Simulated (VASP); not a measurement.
Write the native input for VASP 6.6.1 that does the following.

| Property | Result |
| --- | --- |
| Task | relaxation of shape and atoms at fixed volume |
| Functional | revPBE |
| Potentials or basis | VASP PAW PBE potentials, release 64 (Ag, B) |
| Cutoff | 600 eV |
| k mesh | 10 × 10 × 8 |
| Occupations | gaussian, width 0.05 eV |
| Spin | no spin polarisation |
| Dipole correction | no |
| Further INCAR settings | ALGO = Normal; EDIFF = 1e-07; IBRION = 2; EDIFFG = -0.01; NSW = 60; ISIF = 4 |

The structure of AgB2 lies in POSCAR:

```
AgB2
1.0
    3.0650668074      0.0000000000      0.0000000000
   -1.5325334037      2.6544257195      0.0000000000
    0.0000000000      0.0000000000      4.1983445733
Ag B
1 2
Direct
    0.0000000000      0.0000000000      0.0000000000
    0.3333333333      0.6666666667      0.5000000000
    0.6666666667      0.3333333333      0.5000000000
```

One way to write it, as run:

INCAR

```
SYSTEM = AgB2
PREC = Accurate ; ENCUT = 600
EDIFF = 1E-7 ; ISMEAR = 0
SIGMA = 0.05 ; LREAL = .FALSE.
LASPH = .TRUE. ; NELM = 60
ALGO = Normal ; ISIF = 4
LWAVE = .FALSE. ; LCHARG = .FALSE.
GGA = RE ; IBRION = 2
NSW = 60 ; EDIFFG = -0.01
```

KPOINTS

```
regular mesh
0
G
  10 10 8
  0 0 0
```

Potentials or basis: VASP PAW PBE potentials, release 64 (Ag, B).

The run is started by

```bash
$ cat potpaw_PBE.64/Ag/POTCAR potpaw_PBE.64/B/POTCAR > POTCAR
$ mpirun -np 1 vasp_std > vasp.out
```

It gave:

The energy gained by relaxing is 0.2 meV/atom. The ionic steps are 3, the pressure after relaxing is -4.7 GPa and the band gap on the k mesh is zero (an odd number of electrons rules out a gap without spin polarisation).

Caveat: the PAW data sets were made with another functional, which shifts forces and pressure a little.

It took 74 s on 1 thread of AMD EPYC 7R13 (shared host), peak memory 0.15 GiB.
